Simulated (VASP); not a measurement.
# B10Pb (P6/mmm) in VASP: single point with PBE

Aim: the single point of B10Pb with PBE.

All numbers are computed with VASP 6.6.1; they aren't measurements. Logs are shortened: lines on timing, memory, paths and dates and some standing lists are left out, and cuts for length are marked.

## Step 1: The cell of the first run

Symmetry: P6/mmm, No. 191, hexagonal system. Conventional cell: a = 5.255 Å, b = 5.255 Å, c = 4.386 Å, α = 90.00°, β = 90.00°, γ = 120.00°. B (site symmetry mm2) has 6 B at 1.79 to 1.96 Å within 2.4 Å. B (site symmetry 3m) has 4 B at 1.61 to 1.79 Å within 2.1 Å. Pb (site symmetry 6/mmm) has 24 B at 2.90 to 3.14 Å within 3.8 Å.

The cell was built from a structure type or drawn by symmetry, and may not be a known phase.

## Step 2: Single point, PBE

The input, INCAR:

```
SYSTEM = B10Pb
ALGO     = Normal         ! electronic algorithm
EDIFF    = 1E-7           ! SCF threshold, eV
ENCUT    = 520            ! plane-wave cutoff, eV
GGA      = PE             ! functional
ISIF     = 2              ! what is computed and relaxed
ISMEAR   = 0              ! smearing method
LASPH    = .TRUE.         ! aspherical terms in the spheres
LCHARG   = .FALSE.        ! write CHGCAR
LREAL    = .FALSE.        ! projectors in reciprocal space
LWAVE    = .FALSE.        ! write WAVECAR
NBANDS   = 33             ! bands
NELM     = 60             ! most SCF steps
PREC     = Accurate       ! precision mode
SIGMA    = 0.1            ! smearing width, eV
```

The input, KPOINTS:

```
k-points
0
G
  12 12 8
  0 0 0
```

The input, POSCAR:

```
B10Pb
1.0
    5.2550934469      0.0000000000      0.0000000000
   -2.6275467234      4.5510444243      0.0000000000
    0.0000000000      0.0000000000      4.3858435396
B Pb
10 1
Direct
    0.7912015694      0.2087984306      0.0000000000
    0.7912015694      0.5824031388      0.0000000000
    0.4175968612      0.2087984306      0.0000000000
    0.2087984306      0.7912015694      0.0000000000
    0.2087984306      0.4175968612      0.0000000000
    0.5824031388      0.7912015694      0.0000000000
    0.3333333333      0.6666666667      0.3169207680
    0.3333333333      0.6666666667      0.6830792320
    0.6666666667      0.3333333333      0.6830792320
    0.6666666667      0.3333333333      0.3169207680
    0.0000000000      0.0000000000      0.5000000000
```

Potentials or basis: VASP PAW PBE potentials, release 64 (B, Pb_d).

On the command line:

```
> cat potpaw_PBE.64/B/POTCAR potpaw_PBE.64/Pb_d/POTCAR > POTCAR
> mpirun -np 1 vasp_std > vasp.out
```

OUTCAR:

```text
SYSTEM = B10Pb
   EDIFF = 1E-7
   ENCUT = 520
   GGA = PE
   ISIF = 2
   ISMEAR = 0
   LASPH = .TRUE.
   LREAL = .FALSE.
   NELM = 60
   PREC = Accurate

 ion  position               nearest neighbor table
   1  0.791  0.209  0.000-   9 1.79  10 1.79   6 1.90   5 1.90   2 1.96   3 1.96  11 2.90  11 2.90

   2  0.791  0.582  0.000-   9 1.79  10 1.79   6 1.90   4 1.90   1 1.96   3 1.96  11 2.90  11 2.90

   3  0.418  0.209  0.000-   9 1.79  10 1.79   5 1.90   4 1.90   1 1.96   2 1.96  11 2.90  11 2.90
[... 7 lines left out ...]
   7  0.333  0.667  0.317-   8 1.61   4 1.79   5 1.79   6 1.79  11 3.14  11 3.14  11 3.14
   8  0.333  0.667  0.683-   7 1.61   4 1.79   5 1.79   6 1.79  11 3.14  11 3.14  11 3.14
   9  0.667  0.333  0.683-  10 1.61   1 1.79   2 1.79   3 1.79  11 3.14  11 3.14  11 3.14
  10  0.667  0.333  0.317-   9 1.61   1 1.79   2 1.79   3 1.79  11 3.14  11 3.14  11 3.14
  11  0.000  0.000  0.500-   1 2.90   4 2.90   1 2.90   4 2.90   2 2.90   2 2.90   5 2.90   5 2.90
                             3 2.90   3 2.90   6 2.90   6 2.90   9 3.14  10 3.14   7 3.14   8 3.14

  LATTYP: Found a hexagonal cell.
 ALAT       =     5.2550934469
 C/A-ratio  =     0.8345890675

  Lattice vectors:

 A1 = (   5.2550934469,   0.0000000000,   0.0000000000)
 A2 = (  -2.6275467234,   4.5510444243,   0.0000000000)
 A3 = (   0.0000000000,   0.0000000000,   4.3858435396)

Analysis of symmetry for initial positions (statically):
=====================================================================
 Subroutine PRICEL returns:
 Original cell was already a primitive cell.

 Routine SETGRP: Setting up the symmetry group for a
 hexagonal supercell.

 Subroutine GETGRP returns: Found 24 space group operations
 (whereof 24 operations were pure point group operations)
 out of a pool of 24 trial point group operations.

The static configuration has the point symmetry D_6h.

Analysis of symmetry for dynamics (positions and initial velocities):
=====================================================================
 Subroutine PRICEL returns:
 Original cell was already a primitive cell.

 Routine SETGRP: Setting up the symmetry group for a
 hexagonal supercell.

 Subroutine GETGRP returns: Found 24 space group operations
 (whereof 24 operations were pure point group operations)
 out of a pool of 24 trial point group operations.

The dynamic configuration has the point symmetry D_6h.

 Subroutine INISYM returns: Found 24 space group operations
[... 124 lines left out ...]
   TEBEG  =    0.0;   TEEND  =   0.0 temperature during run
   PSTRESS=    0.0 pullay stress
   NELECT =      44.0000    total number of electrons
   NUPDOWN=      -1.0000    fix difference up-down
   EMIN   =  10.00;   EMAX   =-10.00  energy-range for DOS
   EFERMI =   0.00;   METHOD = LEGACY
   ISMEAR =     0;   SIGMA  =   0.10  broadening in eV -4-tet -1-fermi 0-gaus
   EFERMI_NEDOS =   21; number of points for ismear=-14 and -15
   IALGO  =     38    algorithm
   IMIX   =      4    mixing-type and parameters
     AMIX     =   0.40;   BMIX     =  1.00
     AMIX_MAG =   1.60;   BMIX_MAG =  1.00
  volume/ion in A,a.u.               =       9.54        64.35
  Fermi-wavevector in a.u.,A,eV,Ry     =   1.225493  2.315846 20.433680  1.501833
  Thomas-Fermi vector in A             =   2.360529
   LORBIT       =      0    0 simple, 1 ext, 2 COOP (PROOUT), +10 PAW based schemes
   GGA     = PE    functional components
   LHFCALC =     F    Hartree Fock is set to
   AEXX    =    0.0000 exact exchange contribution
   IVDW    =     0    specifies the selected vdW correction
   LEPSILON=     F    determine dielectric tensor
   LRPA    =     F    only Hartree local field effects (RPA)
 non-spin polarized calculation
 Gauss-broadening in eV      SIGMA  =   0.10
  energy-cutoff  :      520.00
  volume of cell :      104.89
 maximum number of plane-waves:      2850
 NGX is ok and might be reduce to    40
   NGX = 19   NGY = 19   NGZ = 17

 number of electron      44.0000001 magnetization

 Free energy of the ion-electron system (eV)
  ---------------------------------------------------
  ext. energy  EPLUGINS =         0.00000000
  ---------------------------------------------------
  free energy    TOTEN  =       -61.90469354 eV

  energy without entropy =      -61.88559931  energy(sigma->0) =      -61.89514642

 E-fermi :   6.1272     XC(G=0): -11.2936

 val. band max:        6.1199611398   @ k =   0.3333   0.1667   0.0000
 cond. band min:       6.1312014414   @ k =   0.4167   0.0833   0.5000
 fundamental gap:      0.0112403016
 Fermi energy:         6.1272002772

 k-point     1 :       0.0000    0.0000    0.0000
  band No.  band energies     occupation
      1     -10.5829      2.00000
      2     -10.5483      2.00000
      3     -10.5483      2.00000
      4     -10.5256      2.00000
      5     -10.5256      2.00000
      6      -8.6716      2.00000
[... 853 lines left out ...]
     32      13.1562      0.00000
     33      13.7651      0.00000

 [... further k-points ...]

------------------------ aborting loop because EDIFF is reached ----------------------------------------

  FORCE on cell =-STRESS in cart. coord.  units (eV):
  Direction    XX          YY          ZZ          XY          YZ          ZX
  --------------------------------------------------------------------------------------
  -------------------------------------------------------------------------------------
  Total       -0.0233707     -0.0233707      0.0074614     -0.0000000      0.0000000     -0.0000000
  in kB       -0.3569750     -0.3569750      0.1139695     -0.0000000      0.0000000     -0.0000000
  external PRESSURE =      -0.1999935 kB  Pullay stress =       0.0000000 kB

 VOLUME and BASIS-vectors are now :
 -----------------------------------------------------------------------------
  energy-cutoff  :      520.00
  volume of cell :      104.89
      direct lattice vectors                 reciprocal lattice vectors
     5.255093447  0.000000000  0.000000000     0.190291573  0.109864891  0.000000000
    -2.627546723  4.551044424  0.000000000     0.000000000  0.219729782  0.000000000
     0.000000000  0.000000000  4.385843540     0.000000000  0.000000000  0.228006310

 POSITION                                       TOTAL-FORCE (eV/Angst)
 -----------------------------------------------------------------------------------
      3.60921      0.95025      0.00000         0.003413     -0.001970     -0.000000
      2.62755      2.65054      0.00000         0.000000      0.003941      0.000000
      1.64588      0.95025      0.00000        -0.003413     -0.001970     -0.000000
     -0.98166      3.60079      0.00000        -0.003413      0.001970      0.000000
      0.00000      1.90050      0.00000        -0.000000     -0.003941     -0.000000
      0.98166      3.60079      0.00000         0.003413      0.001970      0.000000
     -0.00000      3.03403      1.38996        -0.000000      0.000000      0.010583
     -0.00000      3.03403      2.99588        -0.000000      0.000000     -0.010583
      2.62755      1.51701      2.99588        -0.000000      0.000000     -0.010583
      2.62755      1.51701      1.38996        -0.000000      0.000000      0.010583
      0.00000      0.00000      2.19292        -0.000000      0.000000      0.000000
 -----------------------------------------------------------------------------------
    total drift:                                0.000000     -0.000000      0.000000

  FREE ENERGIE OF THE ION-ELECTRON SYSTEM (eV)
  ---------------------------------------------------
  free  energy   TOTEN  =       -61.9046935359 eV

  energy  without entropy=      -61.8855993113  energy(sigma->0) =      -61.89514642
```

stdout:

```text
POSCAR found type information on POSCAR B Pb
 POSCAR found :  2 types and      11 ions
 scaLAPACK will be used
 LDA part: xc-table for (Slater+PW92), standard interpolation
 POSCAR, INCAR and KPOINTS ok, starting setup
 FFT: planning ... GRIDC
 FFT: planning ... GRID_SOFT
 FFT: planning ... GRID
 WAVECAR not read
 entering main loop
```

Wall time 3.7 min (1 thread of Intel Xeon Platinum 8559C (Emerald Rapids), shared host); peak memory 0.4 GiB.

Results:

- Free energy: -61.9047 eV
- Pressure: 0.0 GPa
- Largest force: 0.011 eV/Å
- Band gap on the k mesh: zero (bands 22 and 23 overlap by 1.84 eV)

Forces on the atoms (eV/Å):
```
B    0.003 -0.002  0.000
B    0.000  0.004  0.000
B   -0.003 -0.002  0.000
B   -0.003  0.002  0.000
B    0.000 -0.004  0.000
B    0.003  0.002  0.000
B    0.000  0.000  0.011
B    0.000  0.000 -0.011
B    0.000  0.000 -0.011
B    0.000  0.000  0.011
Pb   0.000  0.000  0.000
```

Levels at points of the mesh, in eV from the Fermi level:
```tsv
k point	band 19	band 20	band 21	band 22	band 23	band 24	band 25	band 26
(0.00, 0.00, 0.00)	-0.92	-0.61	-0.61	-0.17	-0.17	0.86	0.86	1.61
(0.50, 0.00, 0.00)	-2.69	-2.01	-0.91	-0.36	-0.19	0.99	1.22	1.40
(0.00, 0.00, 0.50)	-3.41	-3.13	-1.71	1.19	1.19	1.66	4.48	5.10
(0.50, 0.00, 0.50)	-2.30	-1.21	-1.06	-0.68	0.24	0.66	1.70	3.64
```

Caveat: spin-orbit coupling is left out, which moves the levels of the heavy elements.
